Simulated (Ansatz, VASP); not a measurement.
**Two plane-wave programs on Sb**

POSCAR

```
Sb
1.0
    0.0000000000      3.2448122108      3.2448122108
    3.2448122108      0.0000000000      3.2448122108
    3.2448122108      3.2448122108      0.0000000000
Sb
2
Direct
    0.5000000000      0.5000000000      0.5000000000
    0.7500000000      0.7500000000      0.7500000000
```

INCAR.step1

```
SYSTEM = Sb
PREC = Accurate ; ENCUT = 600
ISMEAR = 0 ; SIGMA = 0.1
LREAL = .False. ; LASPH = .True.
NELM = 80 ; GGA = PE
ALGO = Normal ; EDIFF = 1E-4
LWAVE = .True. ; LCHARG = .False.
```

Contents of INCAR.step2:

```
SYSTEM = Sb
PREC = Accurate ; ENCUT = 600
EDIFF = 1E-6 ; ISMEAR = 0
SIGMA = 0.1 ; LREAL = .False.
LASPH = .True. ; NELM = 80
ALGO = Normal ; ISIF = 3
LWAVE = .False. ; LCHARG = .False.
METAGGA = R2SCAN ; LMIXTAU = .True.
IBRION = 2 ; NSW = 90
EDIFFG = -0.04 ; ISTART = 1
```

KPOINTS

```
regular mesh
0
Gamma
  4 4 4
  0 0 0
```

Input for Ansatz:

```yaml
crystal:
  lattice:
    - [0.0, 3.2448122108, 3.2448122108]
    - [3.2448122108, 0.0, 3.2448122108]
    - [3.2448122108, 3.2448122108, 0.0]
  atoms:
    - { symbol: Sb, position: [0.5, 0.5, 0.5] }
    - { symbol: Sb, position: [0.75, 0.75, 0.75] }
basis:
  ecutwfc: 500
kpoints:
  mp_grid: { grid: [4, 4, 4] }
hamiltonian:
  xc: r2scan
scf:
  occupations: { method: gaussian, width: 0.1 }
  lower_state_search: "off"
output:
  forces: true
  stress: true
  eigenvalues: true
relax:
  adjacent_minimum: "off"
  f_tol: 0.04
  max_steps: 70
  cell: { stress_tol: 0.4 }
```

Alike in both runs: task relaxation of cell and atoms; functional r2SCAN; k mesh 4 × 4 × 4; occupations gaussian, width 0.1 eV; no spin polarisation.

|  | VASP | Ansatz |
| --- | --- | --- |
| version | VASP 6.6.1 | Ansatz 0.2.0 |
| potentials or method | VASP PAW PBE potentials, release 64 (Sb), cutoff 600 eV | scalar-relativistic, plane waves, PAW |
| valence electrons in the cell | 10 | 30 |

|  | VASP | Ansatz | Ansatz less VASP |
| --- | --- | --- | --- |
| gap on the k mesh at the Fermi level, each at its own relaxed structure (eV) | none | none | - |
| relaxed volume (Å³/atom) | 40.98 | 40.48 | -0.504 |
| relaxed cell length with the largest relative difference (Å) | 4.876 | 4.856 | -0.0201 |

VASP's potentials were made for PBE, not for r2SCAN. A gap of «none» marks a metal or a gap that the smearing closes. VASP's potentials hold 10 valence electrons a cell and Ansatz's 30, so a difference there can come from the potentials and not from the codes.

The k mesh is coarse, so the values compare programs but aren't converged. Spin-orbit coupling is off throughout. Noted on VASP's run: the volume moved by over 15 % at a fixed basis, so the end points are rough.
